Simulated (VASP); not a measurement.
**NaCl: single point with HSE06**

The system is NaCl.

```
Cl Na
1.0
     3.54828    0.00000    0.00000
     0.00000    3.54828    0.00000
     0.00000    0.00000    3.54828
Cl Na
1 1
Direct
  0.50000 0.50000 0.50000
  0.00000 0.00000 0.00000
```

- Program: VASP 6.6.1
- Task: single point
- Functional: HSE06
- Potentials or basis: VASP PAW PBE potentials, release 64 (Cl, Na_pv)
- Cutoff: 520 eV
- k mesh: 4 × 4 × 4
- Occupations: fermi-dirac, width 0.05 eV
- Spin: no spin polarisation

```json
{"Pressure": "-1.3 GPa", "Band gap on the k mesh": "5.15 eV (least direct gap 5.65 eV)"}
```

Levels at points of the mesh, in eV from the valence-band top:
| k point | band 4 | band 5 | band 6 | band 7 | band 8 | band 9 | band 10 | band 11 |
| --- | --- | --- | --- | --- | --- | --- | --- | --- |
| (0.00, 0.00, 0.00) | -14.49 | -0.50 | -0.50 | -0.50 | 5.15 | 9.95 | 9.95 | 17.01 |
| (0.50, 0.00, 0.00) | -14.14 | -2.95 | -0.26 | -0.26 | 8.14 | 9.81 | 11.96 | 13.27 |
| (0.50, 0.50, 0.00) | -13.88 | -2.29 | -2.29 | 0.00 | 6.84 | 11.24 | 12.29 | 12.29 |
| (0.50, 0.50, 0.50) | -13.61 | -1.87 | -1.87 | -1.87 | 8.42 | 8.42 | 8.42 | 12.94 |

Wall time 2.7 min on 1 thread of Intel(R) Xeon(R) Platinum 8259CL CPU @ 2.50GHz (Skylake/Cascade Lake) (shared host), peak memory 0.25 GiB.

Caveat: the k points lie up to 0.44 Å⁻¹ apart; the PAW data sets were made with another functional, which shifts forces and pressure a little. A k mesh can miss the band edges.
